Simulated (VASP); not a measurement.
Here is a VASP 6.6.1 calculation.

File INCAR:

```
SYSTEM = BaO
  ALGO = Normal
  EDIFF = 1E-6
  ENCUT = 600
  GGA = PE
  GGA_COMPAT = .False.
  ISIF = 2
  ISMEAR = 0
  LASPH = .True.
  LCHARG = .False.
  LREAL = .False.
  LWAVE = .False.
  NBANDS = 15
  NELM = 120
  PREC = Accurate
  SIGMA = 0.01
```

KPOINTS

```
k-points
0
Gamma
  6 6 6
  0 0 0
```

POSCAR

```
BaO
1.0
    0.0000000000      2.7718674917      2.7718674917
    2.7718674917      0.0000000000      2.7718674917
    2.7718674917      2.7718674917      0.0000000000
Ba O
1 1
Direct
    0.0000000000      0.0000000000      0.0000000000
    0.5000000000      0.5000000000      0.5000000000
```

Potentials or basis: VASP PAW PBE potentials, release 64 (Ba_sv, O).

Run with:

```console
$ cat potpaw_PBE.64/Ba_sv/POTCAR potpaw_PBE.64/O/POTCAR > POTCAR
$ mpirun -np 1 vasp_std > vasp.out
```

Problem. Predict the band gap on the k mesh.

Solution. 1.98 eV.

Problem. Predict the pressure.

Solution. 2.8 GPa.

Caveat: spin-orbit coupling is left out, which moves the levels of the heavy elements. PBE gaps usually lie below the measured ones, often by a third to a half.
